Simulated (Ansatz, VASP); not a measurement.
**AlCu3: VASP beside Ansatz**

Contents of POSCAR:

```
AlCu3
1.0
    0.0000000000      2.9839827233      2.9839827233
    2.9839827233      0.0000000000      2.9839827233
    2.9839827233      2.9839827233      0.0000000000
Al Cu
1 3
Direct
    0.0000000000      0.0000000000      0.0000000000
    0.5000000000      0.5000000000      0.5000000000
    0.2500000000      0.2500000000      0.2500000000
    0.7500000000      0.7500000000      0.7500000000
```

The input INCAR.step1:

```
ALGO = Normal
EDIFF = 1E-4
ENCUT = 520
GGA = PE
ISMEAR = 0
LASPH = True
LCHARG = False
LREAL = False
LWAVE = True
NBANDS = 26
NELM = 80
PREC = Accurate
SIGMA = 0.1
```

The input INCAR.step2:

```
ALGO = Normal
EDIFF = 1E-7
ENCUT = 520
ISIF = 2
ISMEAR = 0
ISTART = 1
LASPH = True
LCHARG = True
LELF = True
LMIXTAU = True
LREAL = False
LVHAR = True
LWAVE = False
METAGGA = R2SCAN
NBANDS = 26
NELM = 80
PREC = Accurate
SIGMA = 0.1
```

KPOINTS

```
k-points
0
Gamma
  12 12 12
```

Input for Ansatz:

```yaml
crystal:
  lattice:
    - [0.0, 2.9839827233, 2.9839827233]
    - [2.9839827233, 0.0, 2.9839827233]
    - [2.9839827233, 2.9839827233, 0.0]
  atoms:
    - { symbol: Al, position: [0.0, 0.0, 0.0] }
    - { symbol: Cu, position: [0.5, 0.5, 0.5] }
    - { symbol: Cu, position: [0.25, 0.25, 0.25] }
    - { symbol: Cu, position: [0.75, 0.75, 0.75] }
basis:
  ecutwfc: 500
kpoints:
  mp_grid: { grid: [12, 12, 12] }
hamiltonian:
  xc: r2scan
scf:
  occupations: { method: gaussian, width: 0.1 }
output:
  forces: true
  stress: true
  eigenvalues: true
```

Alike in both runs: task single point; functional r2SCAN; k mesh 12 × 12 × 12; occupations gaussian, width 0.1 eV; no spin polarisation.

|  | VASP | Ansatz |
| --- | --- | --- |
| version | VASP 6.6.1 | Ansatz 0.2.0 |
| potentials or method | VASP PAW PBE potentials, release 64 (Al, Cu), cutoff 520 eV | scalar-relativistic, plane waves, PAW |
| valence electrons in the cell | 36 | 60 |

|  | VASP | Ansatz | Ansatz less VASP |
| --- | --- | --- | --- |
| gap on the k mesh at the Fermi level (eV) | none | none | - |
| pressure (GPa) | -11.2 | -11.5 | -0.25 |

VASP's potentials were made for PBE, not for r2SCAN. A gap of «none» marks a metal or a gap that the smearing closes. VASP's potentials hold 36 valence electrons a cell and Ansatz's 60, so a difference there can come from the potentials and not from the codes.
